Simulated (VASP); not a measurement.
A run of VASP 6.6.1:

File INCAR:

```
  ALGO = Normal
  EDIFF = 1E-6
  ENCUT = 520
  GGA = PE
  ISIF = 2
  ISMEAR = 0
  LASPH = True
  LCHARG = True
  LELF = True
  LREAL = False
  LVHAR = True
  LWAVE = False
  NBANDS = 18
  NELM = 60
  PREC = Accurate
  SIGMA = 0.05
```

Contents of KPOINTS:

```
k-points
0
Gamma
  8 8 8
```

POSCAR

```
HfO2
1.0
    0.2073866356      2.6339073325      2.6339073325
    2.6339073325      0.2073866356      2.6339073325
    2.6339073325      2.6339073325      0.2073866356
Hf O
1 2
Direct
    0.0000000000      0.0000000000      0.0000000000
    0.2500000000      0.2500000000      0.2500000000
    0.7500000000      0.7500000000      0.7500000000
```

Potentials or basis: VASP PAW PBE potentials, release 64 (Hf_pv, O).

Command:

```bash
$ cat potpaw_PBE.64/Hf_pv/POTCAR potpaw_PBE.64/O/POTCAR > POTCAR
$ mpirun -np 1 vasp_std > vasp.out
```

Hardware: 1 thread of Intel(R) Xeon(R) Platinum 8488C (Sapphire Rapids), with other jobs on the host.

Q: Estimate the wall time of this run.

A: Wall time 23 s on 1 thread of Intel(R) Xeon(R) Platinum 8488C (Sapphire Rapids), with other jobs on the host, peak memory 0.18 GiB. Counts: scf iterations 13, k points 65.
